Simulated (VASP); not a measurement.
Wanted: the native input for a VASP 6.6.1 run.

```yaml
Task: single point
Functional: PBE
Potentials_or_basis: VASP PAW PBE potentials, release 64 (Bi_d, O)
Cutoff: 600 eV
k_mesh: 3 × 4 × 4
Occupations: gaussian, width 0.2 eV
Spin: no spin polarisation
Dipole_correction: no
Further_INCAR_settings: ALGO = Normal; EDIFF = 1e-06; NBANDS = 32
```

The structure of BiO5 lies in POSCAR:

```
BiO5
1.0
    4.1240751042      0.0000000000      0.0000000000
    0.0000000000      3.0628798903      3.0532563872
    0.0000000000     -3.0628798903      3.0532563872
Bi O
1 5
Direct
    0.0000000000      0.8032879221      0.8032879221
    0.0000000000      0.2992948660      0.7956897835
    0.0000000000      0.7956897835      0.2992948660
    0.5000000000      0.7728344858      0.7728344858
    0.3566274355      0.2967601963      0.2967601963
    0.6433725645      0.2967601963      0.2967601963
```

One way to write it, as run:

INCAR

```
  PREC = Accurate
  ENCUT = 600
  EDIFF = 1E-6
  ISMEAR = 0
  SIGMA = 0.2
  LREAL = F
  LASPH = T
  NELM = 120
  ALGO = Normal
  ISIF = 2
  LWAVE = F
  LCHARG = F
  GGA = PE
  NBANDS = 32
  GGA_COMPAT = F
```

KPOINTS

```
regular mesh
0
Gamma
  3 4 4
```

Potentials or basis: VASP PAW PBE potentials, release 64 (Bi_d, O).

Command:

```bash
$ cat potpaw_PBE.64/Bi_d/POTCAR potpaw_PBE.64/O/POTCAR > POTCAR
$ mpirun -np 1 vasp_std > vasp.out
```

Results of the run:

- Pressure: 1.5 GPa
- Largest force: 1.647 eV/Å

Caveat: the k points lie up to 0.51 Å⁻¹ apart; the standard files for N, O and F lose accuracy on very short bonds; an odd number of electrons without spin polarisation forces a metal; a magnetic or distorted state may lie lower.

Run time: 22 s on 1 thread of Intel(R) Xeon(R) 6975P-C (Granite Rapids), with other jobs on the host, peak memory 0.21 GiB.
